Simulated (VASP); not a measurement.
Write the native input for VASP 6.6.1 that does the following.

| Property | Result |
| --- | --- |
| Task | relaxation of cell and atoms |
| Functional | PBE |
| Potentials or basis | VASP PAW PBE potentials, release 64 (Be, C) |
| Cutoff | 600 eV |
| k mesh | 9 × 9 × 4 |
| Occupations | gaussian, width 0.1 eV |
| Spin | no spin polarisation |
| Dipole correction | no |
| Further INCAR settings | ALGO = Normal; EDIFF = 1e-06; IBRION = 2; EDIFFG = -0.04; NSW = 90; ISIF = 3 |

The structure of BeC lies in POSCAR:

```
BeC
1.0
    2.8377002500      0.0000000000      0.0000000000
   -1.4188501200      2.4575205000      0.0000000000
    0.0000000000      0.0000000000      4.6569306500
Be C
2 2
Direct
    0.3333333300      0.6666666700      0.0000000000
    0.6666666700      0.3333333300      0.5000000000
    0.3333333300      0.6666666700      0.3849999900
    0.6666666700      0.3333333300      0.8849999900
```

The input as run:

INCAR

```
SYSTEM = BeC
PREC = Accurate ; ENCUT = 600
EDIFF = 1E-6 ; ISMEAR = 0
SIGMA = 0.1 ; LREAL = .False.
LASPH = .True. ; NELM = 60
ALGO = Normal ; ISIF = 3
LWAVE = .False. ; LCHARG = .False.
GGA = PE ; IBRION = 2
NSW = 90 ; EDIFFG = -0.04
```

KPOINTS

```
Automatic mesh
0
Gamma
  9 9 4
  0 0 0
```

Potentials or basis: VASP PAW PBE potentials, release 64 (Be, C).

Command:

```sh
$ cat potpaw_PBE.64/Be/POTCAR potpaw_PBE.64/C/POTCAR > POTCAR
$ mpirun -np 1 vasp_std > vasp.out
```

It gave:

* Relaxed volume: 8.16 Å³/atom
* Relaxed cell: a = 3.183 Å, b = 3.183 Å, c = 3.717 Å, α = 90.00°, β = 90.00°, γ = 120.00°
* Space group after relaxing (to 0.05 Å): P6_3/mmc (No. 194)
* Energy gained by relaxing: 423.0 meV/atom
* Ionic steps: 16
* Pressure after relaxing: -0.2 GPa
* Largest force after relaxing: 0.017 eV/Å
* Band gap on the k mesh: zero (band 6 reaches 6.62 eV, above the bottom of band 7 at 4.00 eV)

Run time: 86 s on 1 thread of Intel(R) Xeon(R) Platinum 8375C CPU @ 2.90GHz (Ice Lake), with other jobs on the host, peak memory 0.17 GiB.
